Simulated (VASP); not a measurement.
# C19O2 in VASP: single point with PBE+D3(BJ)

Aim: the single point of C19O2 with PBE+D3(BJ).

Everything below comes from runs of VASP 6.6.1. Logs are shortened: lines on timing, memory, paths and dates and some standing lists are left out, and cuts for length are marked.

## Step 1: The cell of the first run

The cell holds a slab with vacuum, 21 atoms: a = 7.395 Å, b = 7.395 Å, c = 18.002 Å, α = 90.00°, β = 90.00°, γ = 120.00°.

## Step 2: Single point, PBE+D3(BJ)

Input file INCAR:

```
PREC = Accurate
ENCUT = 520
EDIFF = 1E-6
ISMEAR = 0
SIGMA = 0.05
LREAL = Auto
LASPH = True
NELM = 60
ALGO = Normal
ISIF = 2
LWAVE = False
LCHARG = False
LDIPOL = True
IDIPOL = 3
DIPOL = 0.5 0.5 0.470
GGA = PE
IVDW = 12
NBANDS = 60
```

Input file KPOINTS:

```
Automatic mesh
0
Gamma
  3 3 1
```

Input file POSCAR:

```
C19O2
1.0
    7.3951485247      0.0000000000      0.0000000000
   -3.6975742623      6.4043864871      0.0000000000
    0.0000000000      0.0000000000     18.0016100066
C O
19 2
Direct
    0.5555555556      0.4444444444      0.4444046948
    0.5560260906      0.7775797725      0.4442657619
    0.5553903943      0.1104567111      0.4445164002
    0.8894427958      0.4442816278      0.4445351794
    0.8887671834      0.7771191481      0.4442105538
    0.8889623224      0.1111848120      0.4443664056
    0.2221012307      0.4437976408      0.4444752078
    0.2222716930      0.7778000501      0.4444461138
    0.2227892624      0.1109762751      0.4443655539
    0.4442249464      0.2216673142      0.4444900411
    0.4448949378      0.5551670996      0.4443433197
    0.4447423234      0.8890184460      0.4444399632
    0.7782270739      0.2218334139      0.4445229219
    0.7780106012      0.5556307862      0.4443927475
    0.7775303072      0.8883495141      0.4441883191
    0.1114494011      0.2223782039      0.4444027856
    0.1109457718      0.5549937585      0.4445147039
    0.1116606709      0.8885735163      0.4442937496
   -0.1719896492      0.8293072016      0.6249399528
   -0.0016020218      0.9719169349      0.6251206026
   -0.3423945388      0.6867494533      0.6252083577
```

Potentials or basis: VASP PAW PBE potentials, release 64 (C, O).

Run with:

```
$ cat potpaw_PBE.64/C/POTCAR potpaw_PBE.64/O/POTCAR > POTCAR
$ mpirun -np 1 vasp_std > vasp.out
```

OUTCAR:

```text
PREC = Accurate
   ENCUT = 520
   EDIFF = 1E-6
   ISMEAR = 0
   LREAL = Auto
   LASPH = True
   NELM = 60
   ISIF = 2
   GGA = PE
   IVDW = 12
 IVDW          = 12

 ion  position               nearest neighbor table
   1  0.556  0.444  0.444-  11 1.42  14 1.42  10 1.43
   2  0.556  0.778  0.444-  15 1.42  11 1.42  12 1.43
   3  0.555  0.110  0.445-  12 1.42  10 1.42  13 1.43
   4  0.889  0.444  0.445-  17 1.42  13 1.42  14 1.43
   5  0.889  0.777  0.444-  14 1.42  15 1.42  18 1.43
   6  0.889  0.111  0.444-  13 1.42  16 1.42  15 1.43
[... 10 lines left out ...]
  17  0.111  0.555  0.445-   4 1.42   7 1.42   8 1.43
  18  0.112  0.889  0.444-   8 1.42   9 1.42   5 1.43
  19  0.828  0.829  0.625-  21 1.17  20 1.17
  20  0.998  0.972  0.625-  19 1.17
  21  0.658  0.687  0.625-  19 1.17

  LATTYP: Found a hexagonal cell.
 ALAT       =     7.3951485247
 C/A-ratio  =     2.4342459041

  Lattice vectors:

 A1 = (   7.3951485247,   0.0000000000,   0.0000000000)
 A2 = (  -3.6975742623,   6.4043864871,   0.0000000000)
 A3 = (   0.0000000000,   0.0000000000,  18.0016100066)

Analysis of symmetry for initial positions (statically):
=====================================================================
 Subroutine PRICEL returns:
 Original cell was already a primitive cell.

 Routine SETGRP: Setting up the symmetry group for a
 hexagonal supercell.

 Subroutine GETGRP returns: Found  1 space group operations
 (whereof  1 operations were pure point group operations)
 out of a pool of 24 trial point group operations.

The static configuration has the point symmetry C_1 .

Analysis of symmetry for dynamics (positions and initial velocities):
=====================================================================
 Subroutine PRICEL returns:
 Original cell was already a primitive cell.

 Routine SETGRP: Setting up the symmetry group for a
 hexagonal supercell.

 Subroutine GETGRP returns: Found  1 space group operations
 (whereof  1 operations were pure point group operations)
 out of a pool of 24 trial point group operations.

The dynamic configuration has the point symmetry C_1 .

 Subroutine INISYM returns: Found  1 space group operations
 (whereof  1 operations are pure point group operations),
 and found     1 'primitive' translations

----------------------------------------------------------------------------------------

                                     Primitive cell

  volume of cell :     852.5813

  direct lattice vectors                    reciprocal lattice vectors
     7.395148525  0.000000000  0.000000000     0.135223788  0.078071491  0.000000000
    -3.697574262  6.404386487  0.000000000     0.000000000  0.156142981  0.000000000
     0.000000000  0.000000000 18.001610007     0.000000000  0.000000000  0.055550587

  length of vectors
     7.395148525  7.395148525 18.001610007     0.156142981  0.156142981  0.055550587

  position of ions in fractional coordinates (direct lattice)
     0.555555556  0.444444444  0.444404695
     0.556026091  0.777579772  0.444265762
     0.555390394  0.110456711  0.444516400
     0.889442796  0.444281628  0.444535179
     0.888767183  0.777119148  0.444210554
     0.888962322  0.111184812  0.444366406
[... 13 lines left out ...]
     0.998397978  0.971916935  0.625120603
     0.657605461  0.686749453  0.625208358

  ion indices of the primitive-cell ions
   primitive index   ion index
                 1           1
                 2           2
                 3           3
                 4           4
                 5           5
                 6           6
[... 13 lines left out ...]
                20          20
                21          21

----------------------------------------------------------------------------------------

 KPOINTS: Automatic mesh

Automatic generation of k-mesh.
 Grid dimensions read from file:
 generate k-points for:    3    3    1

 Generating k-lattice:

  Cartesian coordinates                     Fractional coordinates (reciprocal lattice)
     0.045074596  0.026023830  0.000000000     0.333333333  0.000000000  0.000000000
     0.000000000  0.052047660  0.000000000     0.000000000  0.333333333  0.000000000
     0.000000000  0.000000000  0.055550587     0.000000000  0.000000000  1.000000000

  Length of vectors
     0.052047660  0.052047660  0.055550587

  Shift w.r.t. Gamma in fractional coordinates (k-lattice)
     0.000000000  0.000000000  0.000000000

 Subroutine IBZKPT returns following result:
 ===========================================

 Found      5 irreducible k-points:

 Following reciprocal coordinates:
            Coordinates               Weight
  0.000000  0.000000  0.000000      1.000000
  0.333333  0.000000  0.000000      2.000000
  0.000000  0.333333  0.000000      2.000000
 -0.333333  0.333333  0.000000      2.000000
  0.333333  0.333333  0.000000      2.000000
   k-points           NKPTS =      5   k-points in BZ     NKDIM =      5   number of bands    NBANDS=     60
   number of dos      NEDOS =    301   number of ions     NIONS =     21
   total plane-waves  NPLWV = 439040
   dimension x,y,z NGX =    56 NGY =   56 NGZ =  140
   dimension x,y,z NGXF=   112 NGYF=  112 NGZF=  280
   ions per type =              19   2
   NGX,Y,Z   is equivalent  to a cutoff of  12.59, 12.59, 12.93 a.u.
   NGXF,Y,Z  is equivalent  to a cutoff of  25.18, 25.18, 25.86 a.u.
 SYSTEM =  unknown system
   PREC   = accura    normal or accurate (medium, high low for compatibility)
   ISTART =      0    job   : 0-new  1-cont  2-samecut
   ICHARG =      2    charge: 1-file 2-atom 10-const
   ISPIN  =      1    spin polarized calculation?
   LNONCOLLINEAR =      F non collinear calculations
   LSORBIT =      F    spin-orbit coupling
   LASPH  =      T    aspherical Exc in radial PAW
   ENCUT  =  520.0 eV  38.22 Ry    6.18 a.u.  13.75 13.75 33.47*2*pi/ulx,y,z
   NELM   =     60;   NELMIN=  2; NELMDL= -5     # of ELM steps
   EDIFF  = 0.1E-05   stopping-criterion for ELM
   LREAL  =      T    real-space projection
   EDIFFG = 0.1E-04   stopping-criterion for IOM
   NSW    =      0    number of steps for IOM
   IBRION =     -1    ionic relax: 0-MD 1-quasi-New 2-CG
   NFREE  =      0    steps in history (QN), initial steepest desc. (CG)
   ISIF   =      2    stress and relaxation
   ISYM   =      2    0-nonsym 1-usesym 2-fastsym
   POTIM  = 0.5000    time-step for ionic-motion
   TEBEG  =    0.0;   TEEND  =   0.0 temperature during run
   PSTRESS=    0.0 pullay stress
   NELECT =      88.0000    total number of electrons
   NUPDOWN=      -1.0000    fix difference up-down
   EMIN   =  10.00;   EMAX   =-10.00  energy-range for DOS
   EFERMI =   0.00;   METHOD = LEGACY
   ISMEAR =     0;   SIGMA  =   0.05  broadening in eV -4-tet -1-fermi 0-gaus
   EFERMI_NEDOS =   21; number of points for ismear=-14 and -15
   IALGO  =     38    algorithm
   IMIX   =      4    mixing-type and parameters
     AMIX     =   0.40;   BMIX     =  1.00
     AMIX_MAG =   1.60;   BMIX_MAG =  1.00
  volume/ion in A,a.u.               =      40.60       273.98
  Fermi-wavevector in a.u.,A,eV,Ry     =   0.767934  1.451184  8.023660  0.589722
  Thomas-Fermi vector in A             =   1.868598
   LORBIT       =      0    0 simple, 1 ext, 2 COOP (PROOUT), +10 PAW based schemes
   GGA     = PE    functional components
   LHFCALC =     F    Hartree Fock is set to
   AEXX    =    0.0000 exact exchange contribution
   IVDW    =    12    specifies the selected vdW correction
   LEPSILON=     F    determine dielectric tensor
   LRPA    =     F    only Hartree local field effects (RPA)
 non-spin polarized calculation
 Gauss-broadening in eV      SIGMA  =   0.05
  energy-cutoff  :      520.00
  volume of cell :      852.58
 maximum number of plane-waves:     22958
   NGX = 27   NGY = 27   NGZ = 67

 dipolmoment           0.000000      0.000000     -0.001558 electrons x Angstroem

 number of electron      88.0000005 magnetization

 dipolmoment           0.000000      0.000000      0.007575 electrons x Angstroem

 Free energy of the ion-electron system (eV)
  ---------------------------------------------------
  ext. energy  EPLUGINS =         0.00000000
  ---------------------------------------------------
  free energy    TOTEN  =      -188.88804038 eV

  energy without entropy =     -188.87997288  energy(sigma->0) =     -188.88400663

 E-fermi :  -2.3396     XC(G=0):  -2.9081

 val. band max:       -2.3698855553   @ k =   0.0000   0.0000   0.0000
 cond. band min:      -2.3113529850   @ k =   0.0000   0.0000   0.0000
 fundamental gap:      0.0585325703
 Fermi energy:        -2.3395599304

 k-point     1 :       0.0000    0.0000    0.0000
  band No.  band energies     occupation
      1     -27.2031      2.00000
      2     -26.1927      2.00000
      3     -21.8682      2.00000
      4     -19.3053      2.00000
      5     -19.2983      2.00000
      6     -19.2936      2.00000
[... 48 lines left out ...]
     55       2.5956      0.00000
     56       2.5967      0.00000

 k-point     2 :       0.3333    0.0000    0.0000
  band No.  band energies     occupation
      1     -27.2031      2.00000
      2     -26.1927      2.00000
      3     -21.5767      2.00000
      4     -20.7075      2.00000
      5     -19.8618      2.00000
      6     -19.8360      2.00000
[... 48 lines left out ...]
     55       2.5134      0.00000
     56       3.0363      0.00000

 k-point     3 :       0.0000    0.3333    0.0000
  band No.  band energies     occupation
      1     -27.2031      2.00000
      2     -26.1927      2.00000
      3     -21.5767      2.00000
      4     -20.7076      2.00000
      5     -19.8616      2.00000
      6     -19.8360      2.00000
[... 48 lines left out ...]
     55       2.4995      0.00000
     56       3.0219      0.00000

 k-point     4 :      -0.3333    0.3333    0.0000
  band No.  band energies     occupation
      1     -27.2031      2.00000
      2     -26.1927      2.00000
      3     -21.5767      2.00000
      4     -20.7077      2.00000
      5     -19.8618      2.00000
      6     -19.8356      2.00000
[... 48 lines left out ...]
     55       2.4942      0.00000
     56       2.9920      0.00000

 k-point     5 :       0.3333    0.3333    0.0000
  band No.  band energies     occupation
      1     -27.2031      2.00000
      2     -26.1927      2.00000
      3     -21.0054      2.00000
      4     -20.9959      2.00000
      5     -20.9875      2.00000
      6     -18.4509      2.00000
[... 48 lines left out ...]
     55       2.1796      0.00000
     56       2.5472      0.00000
 [bands above 56 left out]

------------------------ aborting loop because EDIFF is reached ----------------------------------------

 vacuum level on the upper side and lower side of the slab       (xc-potential included)        -0.011        -0.019

 Edisp (eV)   -1.79753

 E8    (eV) :    -0.5507

  FORCE on cell =-STRESS in cart. coord.  units (eV):
  Direction    XX          YY          ZZ          XY          YZ          ZX
  --------------------------------------------------------------------------------------
  -------------------------------------------------------------------------------------
  Total       1.57120     1.89663    -0.17082     0.80639     0.00149     0.00012
  in kB       2.95261     3.56416    -0.32100     1.51537     0.00279     0.00023
  external pressure =        2.07 kB  Pullay stress =        0.00 kB

 VOLUME and BASIS-vectors are now :
 -----------------------------------------------------------------------------
  energy-cutoff  :      520.00
  volume of cell :      852.58
      direct lattice vectors                 reciprocal lattice vectors
     7.395148525  0.000000000  0.000000000     0.135223788  0.078071491  0.000000000
    -3.697574262  6.404386487  0.000000000     0.000000000  0.156142981  0.000000000
     0.000000000  0.000000000 18.001610007     0.000000000  0.000000000  0.055550587

 POSITION                                       TOTAL-FORCE (eV/Angst)
 -----------------------------------------------------------------------------------
      2.46505      2.84639      8.00000        -0.005082     -0.001161     -0.004985
      1.23674      4.97992      7.99750         0.000877     -0.011447      0.002278
      3.69877      0.70741      8.00201        -0.008496      0.003156     -0.006005
      4.93480      2.84535      8.00235         0.000130     -0.001596     -0.005304
      3.69911      4.97697      7.99651         0.000931      0.006308      0.003523
      6.16289      0.71207      7.99931         0.012381      0.003057      0.002196
[... 13 lines left out ...]
      3.78957      6.22453     11.25318         0.373353      0.464857      0.002549
      2.32378      4.39821     11.25476        -0.374049     -0.470178      0.004103
 -----------------------------------------------------------------------------------
    total drift:                                0.004357      0.005926     -0.003519

  FREE ENERGIE OF THE ION-ELECTRON SYSTEM (eV)
  ---------------------------------------------------
  free  energy   TOTEN  =      -190.6855674015 eV

  energy  without entropy=     -190.6774999061  energy(sigma->0) =     -190.68153365

 vacuum level on the upper side and lower side of the slab         1.930         1.902
```

It took 5.6 min on 1 thread of Intel Xeon 6975P-C (Granite Rapids), shared host; peak memory 0.84 GiB.

What came out:

| Item | Value |
| --- | --- |
| Free energy | -190.6856 eV |
| Largest force | 0.601 eV/Å |
| Band gap on the k mesh | 0.06 eV |
| Dispersion energy per atom | -0.086 eV |

Forces in eV/Å, atoms in the order of the input:
```
C   -0.005 -0.001 -0.005
C    0.001 -0.011  0.002
C   -0.008  0.003 -0.006
C    0.000 -0.002 -0.005
C    0.001  0.006  0.004
C    0.012  0.003  0.002
C    0.003 -0.001  0.004
C    0.001  0.000  0.000
C   -0.009  0.000  0.001
C    0.006  0.000  0.001
C    0.003  0.000 -0.004
C   -0.008 -0.001 -0.005
C   -0.001  0.008  0.006
C    0.003 -0.003 -0.001
C    0.010  0.001  0.003
C   -0.001 -0.003  0.003
C   -0.004 -0.002 -0.005
C   -0.006  0.001  0.003
C    0.003  0.007 -0.004
O    0.373  0.465  0.003
O   -0.374 -0.470  0.004
```

Levels at points of the mesh, in eV from the valence-band top:
```
           k point  band 41  band 42  band 43  band 44  band 45  band 46  band 47  band 48
(0.00, 0.00, 0.00)    -3.02    -3.01    -0.01     0.00     0.06     0.07     2.91     3.78
```

Caveat: semilocal functionals underestimate gaps, and a narrow one can read as zero.
